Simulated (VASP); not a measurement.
Write the native input for VASP 6.6.1 that does the following.

```
Task                   : single point
Functional             : PBE
Potentials or basis    : VASP PAW PBE potentials, release 64 (Rb_sv, Br)
Cutoff                 : 500 eV
k mesh                 : 6 × 6 × 6
Occupations            : gaussian, width 0.02 eV
Spin                   : no spin polarisation
Dipole correction      : no
Further INCAR settings : ALGO = Normal; EDIFF = 1e-06; NBANDS = 15
```

The structure of RbBr lies in POSCAR:

```
RbBr
1.0
    0.0000000000      3.4573535250      3.4573535250
    3.4573535250      0.0000000000      3.4573535250
    3.4573535250      3.4573535250      0.0000000000
Rb Br
1 1
Direct
    0.0000000000      0.0000000000      0.0000000000
    0.5000000000      0.5000000000      0.5000000000
```

This cell differs from its parent crystal: functional PBE, strained.

These files were run (other wordings do the same):

INCAR

```
SYSTEM = RbBr
  PREC = Accurate
  ENCUT = 500
  EDIFF = 1E-6
  ISMEAR = 0
  SIGMA = 0.02
  LREAL = .FALSE.
  LASPH = .TRUE.
  NELM = 120
  ALGO = Normal
  ISIF = 2
  LWAVE = .FALSE.
  LCHARG = .FALSE.
  GGA = PE
  NBANDS = 15
  GGA_COMPAT = .FALSE.
```

KPOINTS

```
regular mesh
0
G
  6 6 6
  0 0 0
```

Potentials or basis: VASP PAW PBE potentials, release 64 (Rb_sv, Br).

Run with:

```sh
$ cat potpaw_PBE.64/Rb_sv/POTCAR potpaw_PBE.64/Br/POTCAR > POTCAR
$ mpirun -np 1 vasp_std > vasp.out
```

Results of the run:

| Item | Value |
| --- | --- |
| Pressure | 0.6 GPa |
| Band gap on the k mesh | 4.30 eV, direct |

Caveat: the cell differs from its parent crystal (functional PBE, strained).

Wall time 35 s on 1 thread of Intel Xeon 8259CL, on a shared host, peak memory 0.21 GiB.
